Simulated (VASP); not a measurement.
# Ba4AlAs (F-43m) in VASP: notebook

Runs on Ba4AlAs. Level: PBE. Tasks: single point, relaxation of cell and atoms.

Program: VASP 6.6.1. These are calculated values, not measurements. Logs are shortened: lines on timing, memory, paths and dates and some standing lists are left out, and cuts for length are marked.

**1. The cell of the first run**

It takes space group F-43m (No. 216, cubic). Conventional cell: a = 9.865 Å, b = 9.865 Å, c = 9.865 Å, α = 90.00°, β = 90.00°, γ = 90.00°. Within 4.5 Å of Ba (site symmetry 3m) lie 6 Ba at 3.45 to 3.52 Å and 3 As at 4.09 Å and 3 Al at 4.09 Å. Al (site symmetry -43m) has 12 Ba at 4.09 Å and 4 As at 4.27 Å within 5.4 Å. As (site symmetry -43m) has 12 Ba at 4.09 Å and 4 Al at 4.27 Å within 5.4 Å.

**2. Single point, PBE**

INCAR

```
SYSTEM = Ba4AlAs
  PREC = Accurate
  ENCUT = 520
  EDIFF = 1E-6
  ISMEAR = 0
  SIGMA = 0.1
  LREAL = .FALSE.
  LASPH = .TRUE.
  NELM = 100
  ALGO = Normal
  ISIF = 2
  LWAVE = .FALSE.
  LCHARG = .FALSE.
  GGA = PE
  NBANDS = 33
```

KPOINTS

```
Automatic mesh
0
G
  8 8 8
  0 0 0
```

POSCAR

```
Ba4AlAs
1.0
    0.0000000000      4.9324635899      4.9324635899
    4.9324635899      0.0000000000      4.9324635899
    4.9324635899      4.9324635899      0.0000000000
Ba Al As
4 1 1
Direct
    0.6237679411      0.6237679411      0.6237679411
    0.6237679411      0.6237679411      0.1286961767
    0.6237679411      0.1286961767      0.6237679411
    0.1286961767      0.6237679411      0.6237679411
    0.0000000000      0.0000000000      0.0000000000
    0.2500000000      0.2500000000      0.2500000000
```

Potentials or basis: VASP PAW PBE potentials, release 64 (Ba_sv, Al, As).

On the command line:

```
> cat potpaw_PBE.64/Ba_sv/POTCAR potpaw_PBE.64/Al/POTCAR potpaw_PBE.64/As/POTCAR > POTCAR
> mpirun -np 1 vasp_std > vasp.out
```

OUTCAR:

```text
SYSTEM = Ba4AlAs
   PREC = Accurate
   ENCUT = 520
   EDIFF = 1E-6
   ISMEAR = 0
   LREAL = .FALSE.
   LASPH = .TRUE.
   NELM = 100
   ISIF = 2
   GGA = PE

 ion  position               nearest neighbor table
   1  0.624  0.624  0.624-   2 3.45   3 3.45   4 3.45   4 3.52   3 3.52   2 3.52
   2  0.624  0.624  0.129-   1 3.45   3 3.45   4 3.45   3 3.52   4 3.52   1 3.52
   3  0.624  0.129  0.624-   1 3.45   2 3.45   4 3.45   4 3.52   2 3.52   1 3.52
   4  0.129  0.624  0.624-   1 3.45   2 3.45   3 3.45   3 3.52   2 3.52   1 3.52
   5  0.000  0.000  0.000-
   6  0.250  0.250  0.250-

  LATTYP: Found a face centered cubic cell.
 ALAT       =     9.8649271798

  Lattice vectors:

 A1 = (   0.0000000000,   4.9324635899,   4.9324635899)
 A2 = (   4.9324635899,   0.0000000000,   4.9324635899)
 A3 = (   4.9324635899,   4.9324635899,   0.0000000000)

Analysis of symmetry for initial positions (statically):
=====================================================================
 Subroutine PRICEL returns:
 Original cell was already a primitive cell.

 Routine SETGRP: Setting up the symmetry group for a
 face centered cubic supercell.

 Subroutine GETGRP returns: Found 24 space group operations
 (whereof 24 operations were pure point group operations)
 out of a pool of 48 trial point group operations.

The static configuration has the point symmetry T_d .

Analysis of symmetry for dynamics (positions and initial velocities):
=====================================================================
 Subroutine PRICEL returns:
 Original cell was already a primitive cell.

 Routine SETGRP: Setting up the symmetry group for a
 face centered cubic supercell.

 Subroutine GETGRP returns: Found 24 space group operations
 (whereof 24 operations were pure point group operations)
 out of a pool of 48 trial point group operations.

The dynamic configuration has the point symmetry T_d .

 Subroutine INISYM returns: Found 24 space group operations
 (whereof 24 operations are pure point group operations),
 and found     1 'primitive' translations

----------------------------------------------------------------------------------------

                                     Primitive cell

  volume of cell :     240.0058
[... 96 lines left out ...]
   NELM   =    100;   NELMIN=  2; NELMDL= -5     # of ELM steps
   EDIFF  = 0.1E-05   stopping-criterion for ELM
   LREAL  =      F    real-space projection
   EDIFFG = 0.1E-04   stopping-criterion for IOM
   NSW    =      0    number of steps for IOM
   IBRION =     -1    ionic relax: 0-MD 1-quasi-New 2-CG
   NFREE  =      0    steps in history (QN), initial steepest desc. (CG)
   ISIF   =      2    stress and relaxation
   ISYM   =      2    0-nonsym 1-usesym 2-fastsym
   POTIM  = 0.5000    time-step for ionic-motion
   TEBEG  =    0.0;   TEEND  =   0.0 temperature during run
   PSTRESS=    0.0 pullay stress
   NELECT =      48.0000    total number of electrons
   NUPDOWN=      -1.0000    fix difference up-down
   EMIN   =  10.00;   EMAX   =-10.00  energy-range for DOS
   EFERMI =   0.00;   METHOD = LEGACY
   ISMEAR =     0;   SIGMA  =   0.10  broadening in eV -4-tet -1-fermi 0-gaus
   EFERMI_NEDOS =   21; number of points for ismear=-14 and -15
   IALGO  =     38    algorithm
   IMIX   =      4    mixing-type and parameters
     AMIX     =   0.40;   BMIX     =  1.00
     AMIX_MAG =   1.60;   BMIX_MAG =  1.00
  volume/ion in A,a.u.               =      40.00       269.94
  Fermi-wavevector in a.u.,A,eV,Ry     =   0.957373  1.809173 12.470608  0.916564
  Thomas-Fermi vector in A             =   2.086386
   LORBIT       =      0    0 simple, 1 ext, 2 COOP (PROOUT), +10 PAW based schemes
   GGA     = PE    functional components
   LHFCALC =     F    Hartree Fock is set to
   AEXX    =    0.0000 exact exchange contribution
   IVDW    =     0    specifies the selected vdW correction
   LEPSILON=     F    determine dielectric tensor
   LRPA    =     F    only Hartree local field effects (RPA)
 non-spin polarized calculation
 Gauss-broadening in eV      SIGMA  =   0.10
  energy-cutoff  :      520.00
  volume of cell :      240.01
 maximum number of plane-waves:      6491
 NGX is ok and might be reduce to    54
   NGX = 25   NGY = 25   NGZ = 25

 number of electron      47.9999999 magnetization

 Free energy of the ion-electron system (eV)
  ---------------------------------------------------
  ext. energy  EPLUGINS =         0.00000000
  ---------------------------------------------------
  free energy    TOTEN  =       -13.42843625 eV

  energy without entropy =      -13.38754178  energy(sigma->0) =      -13.40798902

 E-fermi :   2.6723     XC(G=0):  -8.4532

 val. band max:        2.6648603154   @ k =   0.3750   0.2500   0.1250
 cond. band min:       2.6836098664   @ k =   0.5000   0.3750   0.1250
 fundamental gap:      0.0187495511
 Fermi energy:         2.6722817076

 k-point     1 :       0.0000    0.0000    0.0000
  band No.  band energies     occupation
      1     -26.2574      2.00000
      2     -25.8039      2.00000
      3     -25.8039      2.00000
      4     -25.8039      2.00000
      5     -13.1311      2.00000
      6     -11.9319      2.00000
[... 853 lines left out ...]
     32       4.6685      0.00000
     33       5.1071      0.00000

 [... further k-points ...]

------------------------ aborting loop because EDIFF is reached ----------------------------------------

  FORCE on cell =-STRESS in cart. coord.  units (eV):
  Direction    XX          YY          ZZ          XY          YZ          ZX
  --------------------------------------------------------------------------------------
  -------------------------------------------------------------------------------------
  Total        0.8236217      0.8236217      0.8236217      0.0000000      0.0000000      0.0000000
  in kB        5.4981515      5.4981515      5.4981515      0.0000000      0.0000000      0.0000000
  external PRESSURE =       5.4981515 kB  Pullay stress =       0.0000000 kB

 VOLUME and BASIS-vectors are now :
 -----------------------------------------------------------------------------
  energy-cutoff  :      520.00
  volume of cell :      240.01
      direct lattice vectors                 reciprocal lattice vectors
     0.000000000  4.932463590  4.932463590    -0.101369223  0.101369223  0.101369223
     4.932463590  0.000000000  4.932463590     0.101369223 -0.101369223  0.101369223
     4.932463590  4.932463590  0.000000000     0.101369223  0.101369223 -0.101369223

 POSITION                                       TOTAL-FORCE (eV/Angst)
 -----------------------------------------------------------------------------------
      6.15343      6.15343      6.15343         0.022617      0.022617      0.022617
      3.71150      3.71150      6.15343        -0.022617     -0.022617      0.022617
      3.71150      6.15343      3.71150        -0.022617      0.022617     -0.022617
      6.15343      3.71150      3.71150         0.022617     -0.022617     -0.022617
      0.00000      0.00000      0.00000        -0.000000     -0.000000     -0.000000
      2.46623      2.46623      2.46623        -0.000000     -0.000000     -0.000000
 -----------------------------------------------------------------------------------
    total drift:                                0.000000      0.000000      0.000000

  FREE ENERGIE OF THE ION-ELECTRON SYSTEM (eV)
  ---------------------------------------------------
  free  energy   TOTEN  =       -13.4284362499 eV

  energy  without entropy=      -13.3875417811  energy(sigma->0) =      -13.40798902
```

stdout:

```text
POSCAR found type information on POSCAR BaAlAs
 POSCAR found :  3 types and       6 ions
 scaLAPACK will be used
 LDA part: xc-table for (Slater+PW92), standard interpolation
 POSCAR, INCAR and KPOINTS ok, starting setup
 FFT: planning ... GRIDC
 FFT: planning ... GRID_SOFT
 FFT: planning ... GRID
 WAVECAR not read
 entering main loop
```

Wall time 3.9 min (1 thread of Intel Xeon Platinum 8488C (Sapphire Rapids), shared host); peak memory 0.52 GiB.

Results:

```yaml
Free_energy: -13.4284 eV
Pressure: 0.5 GPa
Largest_force: 0.039 eV/Å
Band_gap_on_the_k_mesh: zero (band 24 reaches 2.89 eV, above the bottom of band 25 at 2.31 eV)
```

Forces in eV/Å, atoms in the order of the input:
```
Ba   0.023  0.023  0.023
Ba  -0.023 -0.023  0.023
Ba  -0.023  0.023 -0.023
Ba   0.023 -0.023 -0.023
Al   0.000  0.000  0.000
As   0.000  0.000  0.000
```

Caveat: spin-orbit coupling is left out, which moves the levels of the heavy elements.

**3. Relaxation of cell and atoms, PBE**

This run uses another cell than the first one, of 39.46 Å³/atom, 0.986 times its volume.

INCAR

```
  PREC = Accurate
  ENCUT = 600
  EDIFF = 1E-6
  ISMEAR = 0
  SIGMA = 0.1
  LREAL = False
  LASPH = True
  NELM = 100
  ALGO = Normal
  ISIF = 3
  LWAVE = False
  LCHARG = False
  GGA = PE
  IBRION = 2
  NSW = 100
  EDIFFG = -0.01
```

KPOINTS

```
Automatic mesh
0
Gamma
  8 8 8
```

POSCAR

```
Ba4AlAs
1.0
    0.0000000000      4.9099221901      4.9099221901
    4.9099221901      0.0000000000      4.9099221901
    4.9099221901      4.9099221901      0.0000000000
Ba Al As
4 1 1
Direct
    0.6235218821      0.6235218821      0.6235218821
    0.6235218821      0.6235218821      0.1294343537
    0.6235218821      0.1294343537      0.6235218821
    0.1294343537      0.6235218821      0.6235218821
    0.0000000000      0.0000000000      0.0000000000
    0.2500000000      0.2500000000      0.2500000000
```

Potentials or basis: VASP PAW PBE potentials, release 64 (Ba_sv, Al, As).

On the command line:

```
> cat potpaw_PBE.64/Ba_sv/POTCAR potpaw_PBE.64/Al/POTCAR potpaw_PBE.64/As/POTCAR > POTCAR
> mpirun -np 1 vasp_std > vasp.out
```

It took 9.5 min on 1 thread of Intel Xeon Platinum 8488C (Sapphire Rapids), shared host; peak memory 0.57 GiB.

It converged, with:

```yaml
Free_energy: -13.4432 eV
Relaxed_volume: 41.46 Å³/atom
Relaxed_cell: a = 7.060 Å, b = 7.060 Å, c = 7.060 Å, α = 60.00°, β = 60.00°, γ = 60.00°
Space_group_after_relaxing_to_0.05_Å: F-43m (No. 216)
Energy_gained_by_relaxing: 4.9 meV/atom
Ionic_steps: 3
Pressure_after_relaxing: 0.0 GPa
Band_gap_on_the_k_mesh: zero (band 24 reaches 2.69 eV, above the bottom of band 25 at 2.14 eV)
```

Forces on the atoms (eV/Å):
```
Ba  -0.001 -0.001 -0.001
Ba   0.001  0.001 -0.001
Ba   0.001 -0.001  0.001
Ba  -0.001  0.001  0.001
Al   0.000  0.000  0.000
As   0.000  0.000  0.000
```

Step by step:
| step | energy change (eV) | largest force (eV/Å) | pressure (GPa) | volume (Å³) |
| --- | --- | --- | --- | --- |
| 1 | 0.0000 | 0.0918 | 0.79 | 236.73 |
| 2 | -0.0240 | 0.0363 | 0.31 | 243.46 |
| 3 | -0.0291 | 0.0022 | -0.01 | 248.78 |

Final structure:
```
Ba Al As
1.0
     0.00000    4.99184    4.99184
     4.99184    0.00000    4.99184
     4.99184    4.99184    0.00000
Ba Al As
4 1 1
Direct
  0.62398 0.62398 0.62398
  0.62398 0.62398 0.12805
  0.62398 0.12805 0.62398
  0.12805 0.62398 0.62398
  0.00000 0.00000 0.00000
  0.25000 0.25000 0.25000
```

Levels at points of the mesh, in eV from the Fermi level:
```
           k point  band 20  band 21  band 22  band 23  band 24  band 25  band 26  band 27  band 28
(0.00, 0.00, 0.00)    -1.75    -1.75    -1.75    -0.33    -0.33    -0.33     0.46     0.46     0.46
(0.50, 0.00, 0.00)    -1.26    -1.26    -0.92    -0.10    -0.10     0.48     0.51     0.51     0.76
(0.50, 0.50, 0.00)    -1.35    -1.13    -0.58    -0.12    -0.12     0.04     0.18     1.38     1.52
```

Caveat: spin-orbit coupling is left out, which moves the levels of the heavy elements.

**4. Single point, PBE**

This run uses another cell than the first one, of 28.21 Å³/atom, 0.705 times its volume.

INCAR

```
PREC     = Accurate       # precision mode
ENCUT    = 500            # plane-wave cutoff, eV
EDIFF    = 1E-6           # SCF threshold, eV
ISMEAR   = 0              # smearing method
SIGMA    = 0.1            # smearing width, eV
LREAL    = False          # projectors in reciprocal space
LASPH    = True           # aspherical terms in the spheres
NELM     = 120            # most SCF steps
ALGO     = Normal         # electronic algorithm
ISIF     = 2              # what is computed and relaxed
LWAVE    = False          # write WAVECAR
LCHARG   = False          # write CHGCAR
GGA      = PE             # functional
NBANDS   = 33             # bands
GGA_COMPAT= False
```

KPOINTS

```
Automatic mesh
0
Gamma
  4 4 4
```

POSCAR

```
Ba4AlAs
1.0
    0.0000000000      4.3904850600      4.3904850600
    4.3904850600      0.0000000000      4.3904850600
    4.3904850600      4.3904850600      0.0000000000
Ba Al As
4 1 1
Direct
    0.3759208700      0.3759208700      0.8722373800
    0.8722373800      0.3759208700      0.3759208700
    0.3759208700      0.3759208700      0.3759208700
    0.3759208700      0.8722373800      0.3759208700
    0.0000000000      0.0000000000      0.0000000000
    0.7500000000      0.7500000000      0.7500000000
```

On the command line:

```
> cat potpaw_PBE.64/Ba_sv/POTCAR potpaw_PBE.64/Al/POTCAR potpaw_PBE.64/As/POTCAR > POTCAR
> mpirun -np 1 vasp_std > vasp.out
```

Run time: 65 s. Hardware: 1 thread of AMD EPYC 7R43 (Zen 3), shared host; peak memory 0.29 GiB.

The run converged. Its results:

```yaml
Free_energy: -11.0400 eV
Pressure: 14.6 GPa
Largest_force: 0.073 eV/Å
Band_gap_on_the_k_mesh: zero (band 24 reaches 5.00 eV, above the bottom of band 25 at 4.20 eV)
```

Forces on the atoms (eV/Å):
```
Ba   0.042  0.042 -0.042
Ba  -0.042  0.042  0.042
Ba  -0.042 -0.042 -0.042
Ba   0.042 -0.042  0.042
Al   0.000  0.000  0.000
As   0.000  0.000  0.000
```

Levels at points of the mesh, in eV from the Fermi level:
| k point | band 22 | band 23 | band 24 | band 25 | band 26 | band 27 |
| --- | --- | --- | --- | --- | --- | --- |
| (0.00, 0.00, 0.00) | -2.09 | -0.44 | -0.44 | -0.44 | 0.56 | 0.56 |
| (0.50, 0.00, 0.00) | -1.08 | -0.17 | -0.17 | 0.42 | 0.42 | 0.99 |
| (0.50, 0.50, 0.00) | -0.66 | -0.47 | -0.47 | 0.12 | 0.13 | 2.10 |

Caveat: spin-orbit coupling is left out, which moves the levels of the heavy elements.

(Continued in part 2 of 2.)
